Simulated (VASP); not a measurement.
# MgCd2TeSe2: single point with PBE

MgCd2TeSe2:

```xyz
6
Lattice="4.0092 0.0000 0.0000 0.0000 4.0092 0.0000 0.0000 0.0000 12.1353" Properties=species:S:1:pos:R:3 pbc="T T T"
Mg    2.0046    2.0046    6.0677
Cd    0.0000    0.0000    2.9784
Cd    0.0000    0.0000    9.1570
Te    0.0000    0.0000    0.0000
Se    2.0046    2.0046    0.0000
Se    0.0000    0.0000    6.0677
```

The cell was generated, and may not be a known phase.

```
Program             : VASP 6.6.1
Task                : single point
Functional          : PBE
Potentials or basis : VASP PAW PBE potentials, release 64 (Mg, Cd, Te, Se)
Cutoff              : 520 eV
k mesh              : 4 × 4 × 2
Occupations         : gaussian, width 0.1 eV
Spin                : no spin polarisation
```

```yaml
Pressure: 0.0 GPa
Largest_force: 0.035 eV/Å
Band_gap_on_the_k_mesh: zero (bands 22 and 23 overlap by 1.62 eV)
```

Forces in eV/Å, atoms in the order of the input:
```
Mg   0.000  0.000  0.000
Cd   0.000  0.000  0.035
Cd   0.000  0.000 -0.035
Te   0.000  0.000  0.000
Se   0.000  0.000  0.000
Se   0.000  0.000  0.000
```

Stress tensor (GPa, compression positive):
```
-0.14  0.00  0.00
 0.00 -0.14  0.00
 0.00  0.00  0.23
```

Levels at points of the mesh, in eV from the Fermi level:
```tsv
k point	band 20	band 21	band 22	band 23	band 24	band 25
(0.00, 0.00, 0.00)	-2.62	-0.64	-0.41	0.71	2.73	3.18
(0.50, 0.00, 0.00)	-1.92	-1.42	-1.39	-1.06	0.10	0.70
(0.50, 0.50, 0.00)	-1.67	-0.76	-0.46	1.07	1.07	2.09
(0.00, 0.00, 0.50)	-2.26	-1.65	-0.26	0.45	3.18	3.18
(0.50, 0.00, 0.50)	-1.45	-1.39	-1.20	-0.48	-0.43	-0.14
(0.50, 0.50, 0.50)	-1.67	-0.75	0.56	0.81	1.45	1.45
```

Wall time 39 s on 1 thread of AMD EPYC 9R45 96-Core Processor (Zen 5), with other jobs on the host, peak memory 0.28 GiB.

Caveat: the k points lie up to 0.39 Å⁻¹ apart, too coarse for converged energies and pressures of a metal; spin-orbit coupling is left out, which moves the levels of the heavy elements.
